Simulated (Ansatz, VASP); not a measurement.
Two plane-wave programs on SrB3Rh

```
Sr B Rh
1.0
     4.14895    0.00000    0.00000
     0.00000    4.14895    0.00000
     0.00000    0.00000    4.14895
Sr B Rh
1 3 1
Direct
  0.50000 0.50000 0.50000
  0.50000 0.00000 0.00000
  0.00000 0.50000 0.00000
  0.00000 0.00000 0.50000
  0.00000 0.00000 0.00000
```

Change from the starting cell: species swapped into the MgNi3B type (Pm-3m, No. 221).

Alike in both runs: functional PBE; k mesh 10 × 10 × 10; occupations gaussian, width 0.1 eV; no spin polarisation.

Ansatz relaxed the structure, and its values are those at the end. VASP's run is a single point on that final structure, the one shown.

|  | VASP | Ansatz |
| --- | --- | --- |
| version | VASP 6.6.1 | Ansatz 0.2.0 |
| potentials or method | VASP PAW PBE potentials, release 64 (Sr_sv, B, Rh_pv), cutoff 520 eV | scalar-relativistic, plane waves, PAW |
| valence electrons in the cell | 34 | 36 |

```tsv
	VASP	Ansatz	Ansatz less VASP
gap on the k mesh at the Fermi level (eV)	none	none	-
pressure (GPa)	0.1	0.0	-0.13
```

A gap of «none» marks a metal or a gap that the smearing closes. VASP's potentials hold 34 valence electrons a cell and Ansatz's 36, so a difference there can come from the potentials and not from the codes.
